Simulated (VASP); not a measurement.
Wanted: the native input for a VASP 6.6.1 run.

```
Task                   : relaxation of cell and atoms
Functional             : PBE
Potentials or basis    : VASP PAW PBE potentials, release 64 (Cd, I)
Cutoff                 : 600 eV
k mesh                 : 12 × 12 × 12
Occupations            : gaussian, width 0.1 eV
Spin                   : no spin polarisation
Dipole correction      : no
Further INCAR settings : ALGO = Normal; EDIFF = 1e-06; IBRION = 2; EDIFFG = -0.01; NSW = 80; ISIF = 3
```

The structure of CdI lies in POSCAR:

```
CdI
1.0
   -2.5680294574      2.5680294574      3.6374111704
    2.5680294574     -2.5680294574      3.6374111704
    2.5680294574      2.5680294574     -3.6374111704
Cd I
1 1
Direct
    0.2500000000      0.7500000000      0.5000000000
    0.0000000000      0.0000000000      0.0000000000
```

The input as run:

INCAR

```
SYSTEM = CdI
PREC = Accurate
ENCUT = 600
EDIFF = 1E-6
ISMEAR = 0
SIGMA = 0.1
LREAL = .False.
LASPH = .True.
NELM = 100
ALGO = Normal
ISIF = 3
LWAVE = .False.
LCHARG = .False.
GGA = PE
IBRION = 2
NSW = 80
EDIFFG = -0.01
```

KPOINTS

```
Automatic mesh
0
Gamma
  12 12 12
  0 0 0
```

Potentials or basis: VASP PAW PBE potentials, release 64 (Cd, I).

The run is started by

```sh
$ cat potpaw_PBE.64/Cd/POTCAR potpaw_PBE.64/I/POTCAR > POTCAR
$ mpirun -np 1 vasp_std > vasp.out
```

It gave:

```yaml
Relaxed_volume: 49.29 Å³/atom
Relaxed_cell: a = 5.187 Å, b = 5.187 Å, c = 5.187 Å, α = 120.05°, β = 120.05°, γ = 89.91°
Space_group_after_relaxing_to_0.05_Å: F-43m (No. 216)
Energy_gained_by_relaxing: 1.4 meV/atom
Ionic_steps: 3
Pressure_after_relaxing: 0.0 GPa
```

Caveat: an odd number of electrons without spin polarisation forces a metal; a magnetic or distorted state may lie lower.

Wall time 12 min on 1 thread of Oxide Virtual Turin-like Processor, on a shared host, peak memory 0.46 GiB.
